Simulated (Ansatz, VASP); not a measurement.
# One calculation of Au, two programs

```
Au
1.0
     1.45081   -2.62200   -0.02984
     1.45260    2.62298    0.02128
    -0.01483    0.04893    5.06463
Au
2
Direct
  0.65830 0.33177 0.25497
  0.34170 0.66823 0.74503
```

Change from the starting cell: all atoms moved at random, cell strained at random.

Alike in both runs: task single point; functional PBEsol; k mesh 14 × 14 × 8; occupations gaussian, width 0.1 eV; no spin polarisation.

|  | VASP | Ansatz |
| --- | --- | --- |
| version | VASP 6.6.1 | Ansatz 0.2.0 |
| potentials or method | VASP PAW PBE potentials, release 64 (Au), cutoff 520 eV | scalar-relativistic, plane waves, PAW |
| valence electrons in the cell | 22 | 38 |

Ansatz gave:

| Item | Value |
| --- | --- |
| gap on the k mesh at the Fermi level (eV) | none |
| pressure (GPa) | -14.5 |
| traceless stress, the component that is largest in VASP (GPa) | 0.34 |
| rms of the force components (eV/Å) | 0.085 |

Task: What did VASP give for the same quantities?

Result: gap on the k mesh at the Fermi level (eV): none; pressure (GPa): -14.6; traceless stress, the component that is largest in VASP (GPa): 0.35; rms of the force components (eV/Å): 0.084.

VASP's potentials were made for PBE, not for PBEsol. Atom by atom the forces differ by 0.001 eV/Å (rms over components). A gap of «none» marks a metal or a gap that the smearing closes. VASP's potentials hold 22 valence electrons a cell and Ansatz's 38, so a difference there can come from the potentials and not from the codes.

Neither program's run includes spin-orbit coupling.
